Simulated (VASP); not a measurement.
Input of a VASP 6.6.1 run:

INCAR

```
PREC = Accurate
ENCUT = 520
EDIFF = 1E-7
ISMEAR = 0
SIGMA = 0.05
LREAL = False
LASPH = True
NELM = 100
ALGO = Normal
ISIF = 2
LWAVE = False
LCHARG = False
GGA = CA
NBANDS = 15
```

The input KPOINTS:

```
Automatic mesh
0
Gamma
  8 8 8
```

File POSCAR:

```
KF
1.0
    0.0000000000      2.7403375000      2.5398250000
    2.7403375000      0.0000000000      2.5398250000
    2.7403375000      2.7403375000      0.0000000000
K F
1 1
Direct
    0.0000000000      0.0000000000      0.0000000000
    0.5000000000      0.5000000000      0.5000000000
```

Potentials or basis: VASP PAW LDA potentials, release 64 (K_sv, F).

Launch:

```console
$ cat potpaw_LDA.64/K_sv/POTCAR potpaw_LDA.64/F/POTCAR > POTCAR
$ mpirun -np 1 vasp_std > vasp.out
```

**Question.** What does it give for the band gap on the k mesh?

**Answer.** 5.66 eV, direct.

**Question.** Estimate the pressure.

**Answer.** -2.9 GPa.

Stress tensor (GPa, compression positive):
```
-4.23  0.00  0.00
 0.00 -4.23  0.00
 0.00  0.00 -0.12
```

Caveat: the cell differs from its parent crystal (strain +0.025 along x and y, -0.050 along z). A k mesh can miss the band edges.
